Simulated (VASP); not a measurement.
# GeH12C20 in VASP: a series of runs

GeH12C20 is run at these levels: PBEsol; tasks: single point.

All numbers are computed with VASP 6.6.1; they aren't measurements. Logs are shortened: lines on timing, memory, paths and dates and some standing lists are left out, and cuts for length are marked.

## (1) The cell of the first run

The cell holds a slab with vacuum, 33 atoms: a = 5.049 Å, b = 5.049 Å, c = 19.165 Å, α = 90.00°, β = 90.00°, γ = 90.00°.

## (2) Single point, PBEsol

Input file INCAR:

```
PREC = Accurate
ENCUT = 520
EDIFF = 1E-6
ISMEAR = -1
SIGMA = 0.05
LREAL = Auto
LASPH = True
NELM = 100
ALGO = Normal
ISIF = 2
LWAVE = False
LCHARG = True
GGA = PS
LELF = True
LVHAR = True
NBANDS = 75
```

Input file KPOINTS:

```
regular mesh
0
Gamma
  2 2 1
```

Input file POSCAR:

```
GeH12C20
1.0
    5.0487420000      0.0000000000      0.0000000000
    0.0000000000      5.0487420000      0.0000000000
    0.0000000000      0.0000000000     19.1647000000
H C Ge
12 20 1
Direct
    0.4277897346      0.0000000000      0.0521792671
    0.0722160095      0.0000000000      0.0521792671
    0.9277954786      0.0000000000      0.0521792671
    0.5722217535      0.0000000000      0.0521792671
    0.4277897346      0.5000057440      0.0521792671
    0.0722160095      0.5000057440      0.0521792671
    0.9277954786      0.5000057440      0.0521792671
    0.5722217535      0.5000057440      0.0521792671
    1.2843793563      0.4030508986      0.3778196371
    0.9047006165      0.7162576341      0.3689335080
    0.8135888108      0.2289679290      0.3862361529
    1.0060922107      0.4877056502      0.4814007002
    0.2500028720      0.0000000000      0.0852974479
    0.7500086160      0.0000000000      0.0852974479
    0.2500028720      0.5000057440      0.0852974479
    0.7500086160      0.5000057440      0.0852974479
    0.2500028720      0.2500028720      0.1318674438
    0.7500086160      0.2500028720      0.1318674438
    0.2500028720      0.7500086160      0.1318674438
    0.7500086160      0.7500086160      0.1318674438
    0.0000792277      0.2563014707      0.1774199440
    0.5000255509      0.2564401191      0.1774460336
    0.0000396138      0.7359060930      0.1791418598
    0.4999859371      0.7359655138      0.1791418598
    0.0000792277      0.0098440364      0.2274285535
    0.4999661302      0.0099034571      0.2274076818
   -0.0000792277      0.5075323714      0.2332935032
    0.5002236201      0.5078294751      0.2334396051
    0.2502801688      0.1128201837      0.2623677908
    0.7497115123      0.1136520741      0.2619242670
    0.2504584310      0.3808077339      0.2670013097
    0.7496520916      0.3821149902      0.2669804380
    1.0016356550      0.4539150545      0.4005489259
```

Potentials or basis: VASP PAW PBE potentials, release 64 (H, C, Ge_d).

Started as:

```
> cat potpaw_PBE.64/H/POTCAR potpaw_PBE.64/C/POTCAR potpaw_PBE.64/Ge_d/POTCAR > POTCAR
> mpirun -np 1 vasp_std > vasp.out
```

OUTCAR:

```text
PREC = Accurate
   ENCUT = 520
   EDIFF = 1E-6
   ISMEAR = -1
   LREAL = Auto
   LASPH = True
   NELM = 100
   ISIF = 2
   GGA = PS

 ion  position               nearest neighbor table
   1  0.428  0.000  0.052-   4 0.73  13 1.10
   2  0.072  0.000  0.052-   3 0.73  13 1.10
   3  0.928  0.000  0.052-   2 0.73  14 1.10
   4  0.572  0.000  0.052-   1 0.73  14 1.10
   5  0.428  0.500  0.052-   8 0.73  15 1.10
   6  0.072  0.500  0.052-   7 0.73  15 1.10
   7  0.928  0.500  0.052-   6 0.73  16 1.10
   8  0.572  0.500  0.052-   5 0.73  16 1.10
   9  0.284  0.403  0.378-  33 1.51
  10  0.905  0.716  0.369-  33 1.54
  11  0.814  0.229  0.386-  33 1.51
  12  0.006  0.488  0.481-  33 1.56
  13  0.250  0.000  0.085-   2 1.10   1 1.10  19 1.55  17 1.55
  14  0.750  0.000  0.085-   4 1.10   3 1.10  20 1.55  18 1.55
  15  0.250  0.500  0.085-   6 1.10   5 1.10  17 1.55  19 1.55
  16  0.750  0.500  0.085-   8 1.10   7 1.10  18 1.55  20 1.55
  17  0.250  0.250  0.132-  21 1.53  22 1.54  15 1.55  13 1.55
  18  0.750  0.250  0.132-  22 1.54  21 1.54  16 1.55  14 1.55
[... 8 lines left out ...]
  27  1.000  0.508  0.233-  23 1.55  32 1.55  31 1.56  21 1.66
  28  0.500  0.508  0.233-  32 1.55  24 1.55  31 1.55  22 1.66
  29  0.250  0.113  0.262-  31 1.36  26 1.52  25 1.52
  30  0.750  0.114  0.262-  32 1.36  26 1.52  25 1.52
  31  0.250  0.381  0.267-  29 1.36  28 1.55  27 1.56
  32  0.750  0.382  0.267-  30 1.36  28 1.55  27 1.55
  33  0.002  0.454  0.401-  11 1.51   9 1.51  10 1.54  12 1.56

  LATTYP: Found a simple tetragonal cell.
 ALAT       =     5.0487420000
 C/A-ratio  =     3.7959357004

  Lattice vectors:

 A1 = (   5.0487420000,   0.0000000000,   0.0000000000)
 A2 = (   0.0000000000,   5.0487420000,   0.0000000000)
 A3 = (   0.0000000000,   0.0000000000,  19.1647000000)

Analysis of symmetry for initial positions (statically):
=====================================================================
 Subroutine PRICEL returns:
 Original cell was already a primitive cell.

 Routine SETGRP: Setting up the symmetry group for a
 simple tetragonal supercell.

 Subroutine GETGRP returns: Found  1 space group operations
 (whereof  1 operations were pure point group operations)
 out of a pool of 16 trial point group operations.

The static configuration has the point symmetry C_1 .

Analysis of symmetry for dynamics (positions and initial velocities):
[... 155 lines left out ...]
   NSW    =      0    number of steps for IOM
   IBRION =     -1    ionic relax: 0-MD 1-quasi-New 2-CG
   NFREE  =      0    steps in history (QN), initial steepest desc. (CG)
   ISIF   =      2    stress and relaxation
   ISYM   =      2    0-nonsym 1-usesym 2-fastsym
   POTIM  = 0.5000    time-step for ionic-motion
   TEBEG  =    0.0;   TEEND  =   0.0 temperature during run
   PSTRESS=    0.0 pullay stress
   NELECT =     106.0000    total number of electrons
   NUPDOWN=      -1.0000    fix difference up-down
   EMIN   =  10.00;   EMAX   =-10.00  energy-range for DOS
   EFERMI =   0.00;   METHOD = LEGACY
   ISMEAR =    -1;   SIGMA  =   0.05  broadening in eV -4-tet -1-fermi 0-gaus
   EFERMI_NEDOS =   21; number of points for ismear=-14 and -15
   IALGO  =     38    algorithm
   IMIX   =      4    mixing-type and parameters
     AMIX     =   0.40;   BMIX     =  1.00
     AMIX_MAG =   1.60;   BMIX_MAG =  1.00
  volume/ion in A,a.u.               =      14.80        99.90
  Fermi-wavevector in a.u.,A,eV,Ry     =   0.983756  1.859029 13.167386  0.967776
  Thomas-Fermi vector in A             =   2.114938
   LORBIT       =      0    0 simple, 1 ext, 2 COOP (PROOUT), +10 PAW based schemes
   GGA     = PS    functional components
   LHFCALC =     F    Hartree Fock is set to
   AEXX    =    0.0000 exact exchange contribution
   IVDW    =     0    specifies the selected vdW correction
   LEPSILON=     F    determine dielectric tensor
   LRPA    =     F    only Hartree local field effects (RPA)
 non-spin polarized calculation
  energy-cutoff  :      520.00
  volume of cell :      488.50
 maximum number of plane-waves:     13188
 NGX is ok and might be reduce to    40
   NGX = 19   NGY = 19   NGZ = 71

 number of electron     106.0000007 magnetization

 Free energy of the ion-electron system (eV)
  ---------------------------------------------------
  ext. energy  EPLUGINS =         0.00000000
  ---------------------------------------------------
  free energy    TOTEN  =      -213.39160981 eV

  energy without entropy =     -213.39154052  energy(sigma->0) =     -213.39157517

 E-fermi :   0.6528     XC(G=0):  -5.3323

 val. band max:        0.1998533146   @ k =   0.0000   0.5000   0.0000
 cond. band min:       1.1336468123   @ k =   0.0000   0.0000   0.0000
 fundamental gap:      0.9337934977
 Fermi energy:         0.6528310036

 k-point     1 :       0.0000    0.0000    0.0000
  band No.  band energies     occupation
      1     -23.5021      2.00000
      2     -23.4927      2.00000
      3     -23.4801      2.00000
      4     -23.4181      2.00000
      5     -23.4050      2.00000
      6     -21.0583      2.00000
[... 261 lines left out ...]
     64       5.0699      0.00000
     65       5.7863      0.00000
 [bands above 65 left out]

------------------------ aborting loop because EDIFF is reached ----------------------------------------

  FORCE on cell =-STRESS in cart. coord.  units (eV):
  Direction    XX          YY          ZZ          XY          YZ          ZX
  --------------------------------------------------------------------------------------
  -------------------------------------------------------------------------------------
  Total       78.8532818    -12.3789484     -7.6817991     -0.0815105     -0.3194345      0.4212942
  in kB      258.6199206    -40.5999926    -25.1944653     -0.2673350     -1.0476690      1.3817444
  external PRESSURE =      64.2751542 kB  Pullay stress =       0.0000000 kB

 VOLUME and BASIS-vectors are now :
 -----------------------------------------------------------------------------
  energy-cutoff  :      520.00
  volume of cell :      488.50
      direct lattice vectors                 reciprocal lattice vectors
     5.048742000  0.000000000  0.000000000     0.198069143  0.000000000  0.000000000
     0.000000000  5.048742000  0.000000000     0.000000000  0.198069143  0.000000000
     0.000000000  0.000000000 19.164700000     0.000000000  0.000000000  0.052179267

 POSITION                                       TOTAL-FORCE (eV/Angst)
 -----------------------------------------------------------------------------------
      2.15980      0.00000      1.00000        -8.934730     -0.071576      0.059844
      0.36460      0.00000      1.00000         8.938405     -0.069976      0.059202
      4.68420      0.00000      1.00000        -8.935504     -0.068438      0.061657
      2.88900      0.00000      1.00000         8.932331     -0.070789      0.061475
      2.15980      2.52440      1.00000        -8.927470      0.049894      0.005206
      0.36460      2.52440      1.00000         8.928550      0.050227      0.003582
[... 25 lines left out ...]
      3.78480      1.92920      5.11660        -0.103586      2.676158     -1.584644
      0.00826      2.29170      7.67640        -0.022327      0.534430      1.820684
 -----------------------------------------------------------------------------------
    total drift:                               -0.000489      0.009059     -0.007117

  FREE ENERGIE OF THE ION-ELECTRON SYSTEM (eV)
  ---------------------------------------------------
  free  energy   TOTEN  =      -213.3916098143 eV

  energy  without entropy=     -213.3915405180  energy(sigma->0) =     -213.39157517
```

stdout:

```text
POSCAR found type information on POSCAR H C Ge
 POSCAR found :  3 types and      33 ions
 scaLAPACK will be used
 -----------------------------------------------------------------------------
|                                                                             |
|                                                                             |
|     You enforced a specific xc type in the INCAR file but a different       |
|     I HOPE YOU KNOW WHAT YOU ARE DOING!                                     |
|                                                                             |
 -----------------------------------------------------------------------------

 LDA part: xc-table for (Slater+PW92), standard interpolation
 POSCAR, INCAR and KPOINTS ok, starting setup
 FFT: planning ... GRIDC
 FFT: planning ... GRID_SOFT
 FFT: planning ... GRID
 WAVECAR not read
 entering main loop
```

It took 7 min on 1 thread of Intel Xeon Platinum 8259CL at 2.50GHz (Skylake/Cascade Lake), shared host; peak memory 0.53 GiB.

Results:

```yaml
Free_energy: -213.3916 eV
Largest_force: 8.939 eV/Å
Band_gap_on_the_k_mesh: 0.93 eV
```

Forces in eV/Å, atoms in the order of the input:
```
H   -8.935 -0.072  0.060
H    8.938 -0.070  0.059
H   -8.936 -0.068  0.062
H    8.932 -0.071  0.061
H   -8.927  0.050  0.005
H    8.929  0.050  0.004
H   -8.931  0.051  0.002
H    8.930  0.051  0.004
H    0.100  0.129  0.203
H   -0.055 -0.085 -0.016
H    0.128 -0.105  0.217
H    0.009  0.180 -0.060
C    0.003  0.051  1.663
C   -0.005  0.051  1.677
C   -0.002 -0.114  0.904
C    0.001 -0.114  0.889
C   -0.006  0.849 -1.667
C    0.013  0.927 -1.672
C    0.006 -1.265 -0.064
C   -0.004 -1.283 -0.065
C   -0.001 -0.559 -1.800
C   -0.016 -0.579 -1.822
C   -0.003  3.378  3.410
C    0.001  3.381  3.410
C    0.026  1.788 -0.442
C   -0.045  1.795 -0.520
C   -0.014 -5.254 -1.536
C   -0.007 -5.179 -1.450
C   -0.005 -2.018 -0.071
C   -0.045 -1.764 -0.141
C    0.045  2.659 -1.542
C   -0.104  2.676 -1.585
Ge  -0.022  0.534  1.821
```

Caveat: the k points lie up to 0.62 Å⁻¹ apart; the PAW data sets were made with another functional, which shifts forces and pressure a little.

## (3) Single point, PBEsol

Changes to INCAR since step 2:

```diff
@@ -2,3 +2,3 @@
 ENCUT = 520
-EDIFF = 1E-6
+EDIFF = 1E-7
 ISMEAR = -1
@@ -7,3 +7,3 @@
 LASPH = True
-NELM = 100
+NELM = 60
 ALGO = Normal
```

KPOINTS is that of step 2.

Input file POSCAR:

```
GeH12C20
1.0
    5.0487420000      0.0000000000      0.0000000000
    0.0000000000      5.0487420000      0.0000000000
    0.0000000000      0.0000000000     19.1647000000
H C Ge
12 20 1
Direct
    0.4277897346      0.0000000000      0.0521792671
    0.0722160095      0.0000000000      0.0521792671
    0.9277954786      0.0000000000      0.0521792671
    0.5722217535      0.0000000000      0.0521792671
    0.4277897346      0.5000057440      0.0521792671
    0.0722160095      0.5000057440      0.0521792671
    0.9277954786      0.5000057440      0.0521792671
    0.5722217535      0.5000057440      0.0521792671
    1.4292075135      0.6389314407      0.3595673295
    0.6708998004      0.4591638868      0.3088438640
    1.1332724073      0.2428723829      0.3807103685
    0.9896722788      0.7188325329      0.3571462115
    0.2500028720      0.0000000000      0.0852974479
    0.7500086160      0.0000000000      0.0852974479
    0.2500028720      0.5000057440      0.0852974479
    0.7500086160      0.5000057440      0.0852974479
    0.2500028720      0.2500028720      0.1318674438
    0.7500086160      0.2500028720      0.1318674438
    0.2500028720      0.7500086160      0.1318674438
    0.7500086160      0.7500086160      0.1318674438
   -0.0019410776      0.2334442917      0.1701461541
    0.4994709573      0.2423375962      0.1730003600
   -0.0006932420      0.7293500044      0.1709131894
    0.4984013839      0.7327964075      0.1722959399
   -0.0059618812     -0.0021985675      0.2262701738
    0.5020656631     -0.0016439739      0.2291191618
   -0.0048328871      0.4619368548      0.2165804839
    0.4953709261      0.4747717352      0.2242404003
    0.2457839993      0.0747512945      0.2490516418
    0.7505830165      0.0846349447      0.2535860201
    0.2483588981      0.4079828203      0.2531633681
    0.7488796219      0.4252940634      0.2611415780
    1.1399077235      0.4810505270      0.3293085725
```

Potentials or basis: VASP PAW PBE potentials, release 64 (H, C, Ge_d).

Started as:

```
> cat potpaw_PBE.64/H/POTCAR potpaw_PBE.64/C/POTCAR potpaw_PBE.64/Ge_d/POTCAR > POTCAR
> mpirun -np 1 vasp_std > vasp.out
```

Run time: 6.2 min. Hardware: 1 thread of Intel Xeon Platinum 8259CL at 2.50GHz (Skylake/Cascade Lake), shared host; peak memory 0.53 GiB.

Results (log left out):

| Quantity | Value |
| --- | --- |
| Free energy | -210.1020 eV |
| Largest force | 15.365 eV/Å |
| Band gap on the k mesh | zero (bands 53 and 54 overlap by 0.05 eV) |

Forces on the atoms (eV/Å):
```
H   -8.967 -0.090  0.028
H    9.004 -0.050  0.051
H   -9.022 -0.053  0.051
H    9.028 -0.119 -0.021
H   -8.975 -0.037  0.010
H    8.935 -0.015  0.004
H   -8.962 -0.027 -0.012
H    9.015 -0.043 -0.008
H   -0.718 -0.714 -0.039
H    0.392  1.519  4.484
H   -0.339  0.209 -0.167
H   -0.521  0.133 -0.365
C    0.161  0.041  0.324
C   -0.344 -0.018  0.203
C    0.151 -0.224  0.270
C   -0.169 -0.208  0.199
C    0.264 -1.051 -4.920
C   -0.811 -1.376 -5.161
C    0.024 -0.540 -3.264
C   -0.479 -0.734 -3.338
C   -0.850  1.028  0.164
C    0.474  1.217  0.036
C   -0.386  1.028  6.055
C    0.463  1.110  6.265
C    0.394 -2.106 -4.363
C   -0.298 -2.020 -3.985
C   -0.069  3.295 -1.515
C    1.704  1.271 -6.165
C    0.892  2.067  4.278
C   -0.705  1.116  4.186
C    0.732 -4.147 -5.151
C   -0.335 -4.378 -2.987
Ge   0.319  3.916 14.854
```

Levels at points of the mesh, in eV from the Fermi level:
| k point | band 51 | band 52 | band 53 | band 54 | band 55 | band 56 |
| --- | --- | --- | --- | --- | --- | --- |
| (0.00, 0.00, 0.00) | -1.73 | -1.49 | -1.24 | 0.11 | 1.28 | 2.22 |
| (0.50, 0.00, 0.00) | -3.04 | -1.91 | -0.27 | -0.01 | 2.52 | 2.54 |
| (0.00, 0.50, 0.00) | -1.58 | -1.54 | -1.21 | 0.38 | 1.83 | 2.07 |
| (0.50, 0.50, 0.00) | -3.23 | -1.83 | 0.04 | 0.19 | 2.58 | 2.84 |

Caveat: the k points lie up to 0.62 Å⁻¹ apart; the PAW data sets were made with another functional, which shifts forces and pressure a little.

## (4) Single point, PBEsol

Input file INCAR:

```
  PREC = Accurate
  ENCUT = 520
  EDIFF = 1E-6
  ISMEAR = -1
  SIGMA = 0.05
  LREAL = Auto
  LASPH = True
  NELM = 60
  ALGO = Normal
  ISIF = 2
  LWAVE = False
  LCHARG = False
  GGA = PS
  NBANDS = 75
```

KPOINTS is that of step 3.

Input file POSCAR:

```
GeH12C20
1.0
    5.0487420000      0.0000000000      0.0000000000
    0.0000000000      5.0487420000      0.0000000000
    0.0000000000      0.0000000000     19.1647000000
H C Ge
12 20 1
Direct
    0.4277897346      0.0000000000      0.0521792671
    0.0722160095      0.0000000000      0.0521792671
    0.9277954786      0.0000000000      0.0521792671
    0.5722217535      0.0000000000      0.0521792671
    0.4277897346      0.5000057440      0.0521792671
    0.0722160095      0.5000057440      0.0521792671
    0.9277954786      0.5000057440      0.0521792671
    0.5722217535      0.5000057440      0.0521792671
    1.5761550105      0.5731328715      0.3743966772
    0.7485825182      0.3988320259      0.3157367452
    1.0343962912      0.5526723291      0.3854691177
    1.2884397737      0.9354805613      0.3260943297
    0.2500028720      0.0000000000      0.0852974479
    0.7500086160      0.0000000000      0.0852974479
    0.2500028720      0.5000057440      0.0852974479
    0.7500086160      0.5000057440      0.0852974479
    0.2500028720      0.2500028720      0.1318674438
    0.7500086160      0.2500028720      0.1318674438
    0.2500028720      0.7500086160      0.1318674438
    0.7500086160      0.7500086160      0.1318674438
    0.0031096855      0.2402380633      0.1739187151
    0.4943409665      0.2331075741      0.1742057011
   -0.0003565245      0.7549999584      0.1834309955
    0.4946380702      0.7456114810      0.1811507616
   -0.0041594520     -0.0363456877      0.2316811638
    0.5014318418     -0.0265412651      0.2217931927
    0.0010497665      0.4624320276      0.2257483811
    0.5002236201      0.4428033756      0.2235933774
    0.2500424858      0.0757218333      0.2592944320
    0.7490776910      0.0733648105      0.2687806227
    0.2469526072      0.3837787710      0.2646897682
    0.7596743902      0.3932662830      0.2650967665
    1.2833692037      0.6169259590      0.3356900969
```

Started as:

```
> cat potpaw_PBE.64/H/POTCAR potpaw_PBE.64/C/POTCAR potpaw_PBE.64/Ge_d/POTCAR > POTCAR
> mpirun -np 1 vasp_std > vasp.out
```

Wall time 6.5 min (1 thread of Intel Xeon Platinum 8259CL at 2.50GHz (Skylake/Cascade Lake), shared host); peak memory 0.53 GiB.

The run converged. Its results:

| Item | Value |
| --- | --- |
| Free energy | -214.1111 eV |
| Largest force | 8.967 eV/Å |
| Band gap on the k mesh | 0.02 eV (least direct gap 0.39 eV) |

Forces in eV/Å, atoms in the order of the input:
```
H   -8.928 -0.076  0.026
H    8.945 -0.096  0.022
H   -8.955 -0.113  0.001
H    8.943 -0.091  0.007
H   -8.904  0.053  0.061
H    8.960 -0.017  0.031
H   -8.967 -0.009  0.014
H    8.910  0.037  0.048
H   -1.602  0.330 -0.141
H   -0.008  2.125  5.534
H    0.648  0.375 -0.086
H   -0.310  0.749 -0.897
C   -0.026 -0.144  0.873
C    0.058 -0.116  0.977
C   -0.203  0.266  1.405
C    0.257  0.224  1.510
C   -0.309 -1.101 -3.553
C   -0.104 -1.416 -2.953
C   -0.352 -0.102  0.372
C   -0.163 -0.278  0.509
C   -0.877  0.360  0.111
C    2.118 -1.289 -1.882
C   -0.159 -5.640 -2.239
C    0.851 -4.856 -2.288
C   -0.310  7.233  0.719
C    0.016  7.235  3.224
C    0.141  0.587 -1.707
C    0.497  3.875  0.778
C   -0.228 -1.891  1.208
C    0.096 -2.639 -2.307
C    1.176 -0.929 -1.347
C   -1.715 -2.667 -4.304
Ge   0.505  0.021  6.272
```

Levels at points of the mesh, in eV from the valence-band top:
| k point | band 51 | band 52 | band 53 | band 54 | band 55 | band 56 |
| --- | --- | --- | --- | --- | --- | --- |
| (0.00, 0.00, 0.00) | -1.07 | -0.66 | -0.55 | 0.02 | 1.73 | 2.20 |
| (0.50, 0.00, 0.00) | -2.48 | -2.18 | -0.19 | 0.20 | 2.92 | 2.94 |
| (0.00, 0.50, 0.00) | -0.81 | -0.71 | -0.49 | 0.60 | 2.25 | 2.66 |
| (0.50, 0.50, 0.00) | -2.75 | -2.64 | 0.00 | 0.43 | 2.62 | 3.11 |

Caveat: the k points lie up to 0.62 Å⁻¹ apart; the PAW data sets were made with another functional, which shifts forces and pressure a little.

## (5) Overview

| cell | gap on the mesh (eV) | largest force (eV/Å) |
| --- | --- | --- |
| as given, atomic positions A | 0.93 | 8.94 |
| as given, atomic positions B | none | 15.36 |
| as given, atomic positions C | 0.02 | 8.97 |

Alike in all rows: task single point; level PBEsol; potentials or basis VASP PAW PBE potentials, release 64 (H, C, Ge_d); no spin polarisation; k mesh 2 × 2 × 1; cutoff (eV) 520; smearing fermi-dirac 0.05 eV.

Caveats: all runs use coarse meshes; the PAW data sets were made with another functional, which shifts forces and pressure a little.

Absolute energies hang on the potentials; compare differences alone.
